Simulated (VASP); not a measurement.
LiCl: single point with r2SCAN

Crystal: LiCl.

```
Li Cl
1.0
     0.00000    2.43652    2.69300
     2.43652    0.00000    2.69300
     2.43652    2.43652    0.00000
Li Cl
1 1
Cartesian
  0.0000 0.0000 0.0000
  2.4365 2.4365 2.6930
```

This cell differs from its parent crystal: strain -0.050 along x and y, +0.050 along z.

```yaml
Program: VASP 6.6.1
Task: single point
Functional: r2SCAN
Potentials_or_basis: VASP PAW PBE potentials, release 64 (Li_sv, Cl)
Cutoff: 520 eV
k_mesh: 8 × 8 × 8
Occupations: gaussian, width 0.05 eV
Spin: no spin polarisation
Dipole_correction: no
Further_INCAR_settings: ALGO = Normal; EDIFF = 1e-06; NBANDS = 12
```

```yaml
Band_gap_on_the_k_mesh: 7.43 eV (least direct gap 7.52 eV)
```

Levels at points of the mesh, in eV from the valence-band top:
| k point | band 3 | band 4 | band 5 | band 6 | band 7 | band 8 |
| --- | --- | --- | --- | --- | --- | --- |
| (0.00, 0.00, 0.00) | -0.19 | -0.19 | 0.00 | 7.52 | 12.05 | 12.97 |
| (0.50, 0.00, 0.00) | -3.17 | -0.56 | -0.25 | 7.43 | 9.95 | 10.66 |
| (0.50, 0.50, 0.00) | -3.30 | -1.10 | -1.10 | 9.08 | 9.12 | 13.03 |
| (0.50, 0.00, 0.50) | -3.31 | -1.81 | -1.10 | 8.64 | 8.78 | 14.48 |

It took 3.1 min on 1 thread of Intel Xeon 8259CL (shared host), peak memory 0.17 GiB.

Caveat: the cell differs from its parent crystal (strain -0.050 along x and y, +0.050 along z). A k mesh can miss the band edges.
